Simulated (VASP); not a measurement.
# ZrN (Fm-3m) in VASP: a series of runs

ZrN is run at these levels: PBE, LDA, r2SCAN; tasks: single point.

Everything below comes from runs of VASP 6.6.1. Logs are shortened: lines on timing, memory, paths and dates and some standing lists are left out, and cuts for length are marked.

### 1 The cell of the first run

Symmetry: Fm-3m, No. 225, cubic system. Conventional cell: a = 4.568 Å, b = 4.568 Å, c = 4.568 Å, α = 90.00°, β = 90.00°, γ = 90.00°. Zr (site symmetry m-3m) has 6 N at 2.28 Å within 3.0 Å. N (site symmetry m-3m) has 6 Zr at 2.28 Å within 3.0 Å.

### 2 Single point, PBE

INCAR reads:

```
SYSTEM = ZrN
PREC = Accurate ; ENCUT = 600
EDIFF = 1E-6 ; ISMEAR = -1
SIGMA = 0.01 ; LREAL = .FALSE.
LASPH = .TRUE. ; NELM = 120
ALGO = Normal ; ISIF = 2
LWAVE = .FALSE. ; LCHARG = .FALSE.
GGA = PE ; NBANDS = 16
GGA_COMPAT = .FALSE.
```

KPOINTS reads:

```
Automatic mesh
0
G
  9 9 9
  0 0 0
```

POSCAR reads:

```
ZrN
1.0
    0.0000000000      2.2842300000      2.2842300000
    2.2842300000      0.0000000000      2.2842300000
    2.2842300000      2.2842300000      0.0000000000
Zr N
1 1
Direct
    0.0000000000      0.0000000000      0.0000000000
    0.5000000000      0.5000000000      0.5000000000
```

Potentials or basis: VASP PAW PBE potentials, release 64 (Zr_sv, N).

On the command line:

```bash
cat potpaw_PBE.64/Zr_sv/POTCAR potpaw_PBE.64/N/POTCAR > POTCAR
mpirun -np 1 vasp_std > vasp.out
```

OUTCAR:

```text
SYSTEM = ZrN
   PREC = Accurate
   ENCUT = 600
   EDIFF = 1E-6
   ISMEAR = -1
   LREAL = .FALSE.
   LASPH = .TRUE.
   NELM = 120
   ISIF = 2
   GGA = PE

 ion  position               nearest neighbor table
   1  0.000  0.000  0.000-   2 2.28   2 2.28   2 2.28   2 2.28   2 2.28   2 2.28
   2  0.500  0.500  0.500-   1 2.28   1 2.28   1 2.28   1 2.28   1 2.28   1 2.28

  LATTYP: Found a face centered cubic cell.
 ALAT       =     4.5684600000

  Lattice vectors:

 A1 = (   0.0000000000,   2.2842300000,   2.2842300000)
 A2 = (   2.2842300000,   0.0000000000,   2.2842300000)
 A3 = (   2.2842300000,   2.2842300000,   0.0000000000)

Analysis of symmetry for initial positions (statically):
=====================================================================
 Subroutine PRICEL returns:
 Original cell was already a primitive cell.

 Routine SETGRP: Setting up the symmetry group for a
 face centered cubic supercell.

 Subroutine GETGRP returns: Found 48 space group operations
 (whereof 48 operations were pure point group operations)
 out of a pool of 48 trial point group operations.

The static configuration has the point symmetry O_h .

Analysis of symmetry for dynamics (positions and initial velocities):
=====================================================================
 Subroutine PRICEL returns:
 Original cell was already a primitive cell.

 Routine SETGRP: Setting up the symmetry group for a
 face centered cubic supercell.

 Subroutine GETGRP returns: Found 48 space group operations
 (whereof 48 operations were pure point group operations)
 out of a pool of 48 trial point group operations.

The dynamic configuration has the point symmetry O_h .

 Subroutine INISYM returns: Found 48 space group operations
 (whereof 48 operations are pure point group operations),
 and found     1 'primitive' translations

----------------------------------------------------------------------------------------

                                     Primitive cell

  volume of cell :      23.8369

  direct lattice vectors                    reciprocal lattice vectors
     0.000000000  2.284230000  2.284230000    -0.218892143  0.218892143  0.218892143
     2.284230000  0.000000000  2.284230000     0.218892143 -0.218892143  0.218892143
     2.284230000  2.284230000  0.000000000     0.218892143  0.218892143 -0.218892143

  length of vectors
[... 74 lines left out ...]
   ISTART =      0    job   : 0-new  1-cont  2-samecut
   ICHARG =      2    charge: 1-file 2-atom 10-const
   ISPIN  =      1    spin polarized calculation?
   LNONCOLLINEAR =      F non collinear calculations
   LSORBIT =      F    spin-orbit coupling
   LASPH  =      T    aspherical Exc in radial PAW
   ENCUT  =  600.0 eV  44.10 Ry    6.64 a.u.   6.45  6.45  6.45*2*pi/ulx,y,z
   NELM   =    120;   NELMIN=  2; NELMDL= -5     # of ELM steps
   EDIFF  = 0.1E-05   stopping-criterion for ELM
   LREAL  =      F    real-space projection
   EDIFFG = 0.1E-04   stopping-criterion for IOM
   NSW    =      0    number of steps for IOM
   IBRION =     -1    ionic relax: 0-MD 1-quasi-New 2-CG
   NFREE  =      0    steps in history (QN), initial steepest desc. (CG)
   ISIF   =      2    stress and relaxation
   ISYM   =      2    0-nonsym 1-usesym 2-fastsym
   POTIM  = 0.5000    time-step for ionic-motion
   TEBEG  =    0.0;   TEEND  =   0.0 temperature during run
   PSTRESS=    0.0 pullay stress
   NELECT =      17.0000    total number of electrons
   NUPDOWN=      -1.0000    fix difference up-down
   EMIN   =  10.00;   EMAX   =-10.00  energy-range for DOS
   EFERMI =   0.00;   METHOD = LEGACY
   ISMEAR =    -1;   SIGMA  =   0.01  broadening in eV -4-tet -1-fermi 0-gaus
   EFERMI_NEDOS =   21; number of points for ismear=-14 and -15
   IALGO  =     38    algorithm
   IMIX   =      4    mixing-type and parameters
     AMIX     =   0.40;   BMIX     =  1.00
     AMIX_MAG =   1.60;   BMIX_MAG =  1.00
  volume/ion in A,a.u.               =      11.92        80.43
  Fermi-wavevector in a.u.,A,eV,Ry     =   1.462653  2.764013 29.107676  2.139354
  Thomas-Fermi vector in A             =   2.578841
   LORBIT       =      0    0 simple, 1 ext, 2 COOP (PROOUT), +10 PAW based schemes
   GGA     = PE    functional components
   LHFCALC =     F    Hartree Fock is set to
   AEXX    =    0.0000 exact exchange contribution
   IVDW    =     0    specifies the selected vdW correction
   LEPSILON=     F    determine dielectric tensor
   LRPA    =     F    only Hartree local field effects (RPA)
 non-spin polarized calculation
  energy-cutoff  :      600.00
  volume of cell :       23.84
 maximum number of plane-waves:       821
 NGX is ok and might be reduce to    28
   NGX = 13   NGY = 13   NGZ = 13

 number of electron      17.0000000 magnetization

 Free energy of the ion-electron system (eV)
  ---------------------------------------------------
  ext. energy  EPLUGINS =         0.00000000
  ---------------------------------------------------
  free energy    TOTEN  =       -20.36857807 eV

  energy without entropy =      -20.36759011  energy(sigma->0) =      -20.36808409

 E-fermi :  12.0832     XC(G=0): -12.5610

 val. band max:       12.0631665322   @ k =   0.1111   0.0000   0.0000
 cond. band min:      12.0907368071   @ k =   0.4444   0.2222   0.1111
 fundamental gap:      0.0275702749
 Fermi energy:        12.0832397987

 k-point     1 :       0.0000    0.0000    0.0000
  band No.  band energies     occupation
      1     -37.4512      2.00000
      2     -15.0615      2.00000
      3     -15.0615      2.00000
      4     -15.0615      2.00000
      5      -4.2150      2.00000
      6       9.4320      2.00000
[... 433 lines left out ...]
      3     -15.4202      2.00000
      4     -15.4202      2.00000
      5      -3.6414      2.00000
      6       7.3442      2.00000
[... 8 lines left out ...]
     15      22.7316      0.00000
     16      27.9355      0.00000

 [... further k-points ...]
[... 5 lines left out ...]
  --------------------------------------------------------------------------------------
  -------------------------------------------------------------------------------------
  Total        0.6837715      0.6837715      0.6837715      0.0000000      0.0000000      0.0000000
  in kB       45.9591584     45.9591584     45.9591584      0.0000000      0.0000000      0.0000000
  external PRESSURE =      45.9591584 kB  Pullay stress =       0.0000000 kB

 VOLUME and BASIS-vectors are now :
 -----------------------------------------------------------------------------
  energy-cutoff  :      600.00
  volume of cell :       23.84
      direct lattice vectors                 reciprocal lattice vectors
     0.000000000  2.284230000  2.284230000    -0.218892143  0.218892143  0.218892143
     2.284230000  0.000000000  2.284230000     0.218892143 -0.218892143  0.218892143
     2.284230000  2.284230000  0.000000000     0.218892143  0.218892143 -0.218892143

 POSITION                                       TOTAL-FORCE (eV/Angst)
 -----------------------------------------------------------------------------------
      0.00000      0.00000      0.00000        -0.000000      0.000000     -0.000000
      2.28423      2.28423      2.28423         0.000000     -0.000000      0.000000
 -----------------------------------------------------------------------------------
    total drift:                                0.000000      0.000000      0.000000

  FREE ENERGIE OF THE ION-ELECTRON SYSTEM (eV)
  ---------------------------------------------------
  free  energy   TOTEN  =       -20.3685780746 eV

  energy  without entropy=      -20.3675901079  energy(sigma->0) =      -20.36808409
```

Wall time 32 s (1 thread of Intel Xeon 8259CL, shared host); peak memory 0.16 GiB.

Results:

```yaml
Free_energy: -20.3686 eV
Pressure: 4.6 GPa
Band_gap_on_the_k_mesh: zero (an odd number of electrons rules out a gap without spin polarisation)
```

Levels at points of the mesh, in eV from the Fermi level:
```csv
k point,band 6,band 7,band 8,band 9,band 10,band 11,band 12,band 13
"(0.00, 0.00, 0.00)",-2.65,-2.65,-2.65,-0.38,-0.38,-0.38,1.63,1.63
```

Caveat: the cell stands under pressure.

### 3 Single point, LDA

INCAR reads:

```
SYSTEM = ZrN
PREC = Accurate
ENCUT = 600
EDIFF = 1E-6
ISMEAR = -1
SIGMA = 0.01
LREAL = .FALSE.
LASPH = .TRUE.
NELM = 120
ALGO = Normal
ISIF = 2
LWAVE = .FALSE.
LCHARG = .FALSE.
NBANDS = 16
GGA_COMPAT = .FALSE.
```

KPOINTS is that of step 2.

POSCAR is that of step 2.

Potentials or basis: VASP PAW LDA potentials, release 64 (Zr_sv, N).

On the command line:

```bash
cat potpaw_LDA.64/Zr_sv/POTCAR potpaw_LDA.64/N/POTCAR > POTCAR
mpirun -np 1 vasp_std > vasp.out
```

It took 45 s on 1 thread of AMD EPYC 7R13, shared host; peak memory 0.12 GiB.

Results (log left out):

- Free energy: -22.4092 eV
- Pressure: -7.1 GPa
- Band gap on the k mesh: zero (an odd number of electrons rules out a gap without spin polarisation)

Levels at points of the mesh, in eV from the Fermi level:
```tsv
k point	band 5	band 6	band 7	band 8	band 9	band 10	band 11	band 12	band 13	band 14
(0.00, 0.00, 0.00)	-16.04	-2.61	-2.61	-2.61	-0.40	-0.40	-0.40	1.62	1.62	3.13
```

Caveat: the cell stands under tension.

### 4 Single point, PBE

INCAR reads:

```
  PREC = Accurate
  ENCUT = 600
  EDIFF = 1E-6
  ISMEAR = -1
  SIGMA = 0.01
  LREAL = F
  LASPH = T
  NELM = 120
  ALGO = Normal
  ISIF = 2
  LWAVE = F
  LCHARG = T
  GGA = PE
  LELF = T
  LVHAR = T
  NBANDS = 16
  GGA_COMPAT = F
```

KPOINTS reads:

```
regular mesh
0
Gamma
  9 9 9
```

POSCAR is that of step 3.

Potentials or basis: VASP PAW PBE potentials, release 64 (Zr_sv, N).

On the command line:

```bash
cat potpaw_PBE.64/Zr_sv/POTCAR potpaw_PBE.64/N/POTCAR > POTCAR
mpirun -np 1 vasp_std > vasp.out
```

Run time: 63 s. Hardware: 1 thread of AMD EPYC 7R13, shared host; peak memory 0.13 GiB.

The run converged. Its results:

```yaml
Free_energy: -20.3686 eV
Pressure: 4.6 GPa
Band_gap_on_the_k_mesh: zero (an odd number of electrons rules out a gap without spin polarisation)
```

Levels at points of the mesh, in eV from the Fermi level:
```
           k point  band 6  band 7  band 8  band 9  band 10  band 11  band 12  band 13
(0.00, 0.00, 0.00)   -2.65   -2.65   -2.65   -0.38    -0.38    -0.38     1.63     1.63
```

Caveat: the cell stands under pressure.

### 5 Single point, r2SCAN

POSCAR is that of step 4.

INCAR.step1 reads:

```
ALGO = Normal ; EDIFF = 1E-5
ENCUT = 660 ; GGA = PE
GGA_COMPAT = F ; ISMEAR = -1
LASPH = T ; LCHARG = F
LREAL = F ; LWAVE = T
NBANDS = 16 ; NELM = 120
PREC = Accurate ; SIGMA = 0.01
```

INCAR.step2 reads:

```
ALGO = Normal ; EDIFF = 1E-6
ENCUT = 660 ; GGA_COMPAT = F
ISIF = 2 ; ISMEAR = -1
ISTART = 1 ; LASPH = T
LCHARG = T ; LELF = T
LMIXTAU = T ; LREAL = F
LVHAR = T ; LWAVE = F
METAGGA = R2SCAN ; NBANDS = 16
NELM = 120 ; PREC = Accurate
SIGMA = 0.01
```

KPOINTS reads:

```
k-points
0
Gamma
  9 9 9
```

On the command line:

```bash
cat potpaw_PBE.64/Zr_sv/POTCAR potpaw_PBE.64/N/POTCAR > POTCAR
cp INCAR.step1 INCAR
mpirun -np 1 vasp_std > vasp.out
cp INCAR.step2 INCAR
mpirun -np 1 vasp_std > vasp.out
```

It took 3.9 min on 1 thread of AMD EPYC 7R13, shared host; peak memory 0.14 GiB.

It converged, with:

```
Free energy            : -35.8353 eV
Pressure               : 3.4 GPa
Band gap on the k mesh : zero (an odd number of electrons rules out a gap without spin polarisation)
```

Levels at points of the mesh, in eV from the Fermi level:
| k point | band 6 | band 7 | band 8 | band 9 | band 10 | band 11 | band 12 | band 13 |
| --- | --- | --- | --- | --- | --- | --- | --- | --- |
| (0.00, 0.00, 0.00) | -3.02 | -3.02 | -3.02 | -0.37 | -0.37 | -0.37 | 1.71 | 1.71 |

Caveat: the cell stands under pressure; the PAW data sets were made with another functional, which shifts forces and pressure a little.

### 6 The runs side by side

```tsv
level	potentials or basis	cutoff (eV)	gap on the mesh (eV)	pressure (GPa)
PBE	VASP PAW PBE potentials, release 64 (Zr_sv, N)	600	none	4.6
LDA	VASP PAW LDA potentials, release 64 (Zr_sv, N)	600	none	-7.1
r2SCAN	VASP PAW PBE potentials, release 64 (Zr_sv, N)	660	none	3.4
```

Alike in all rows: task single point; no spin polarisation; cell as given; k mesh 9 × 9 × 9; smearing fermi-dirac 0.01 eV.

Caveats: the cell stands under pressure (at least some runs); the cell stands under tension (at least some runs); the PAW data sets were made with another functional, which shifts forces and pressure a little (at least some runs).

Absolute energies hang on the potentials; compare differences alone.
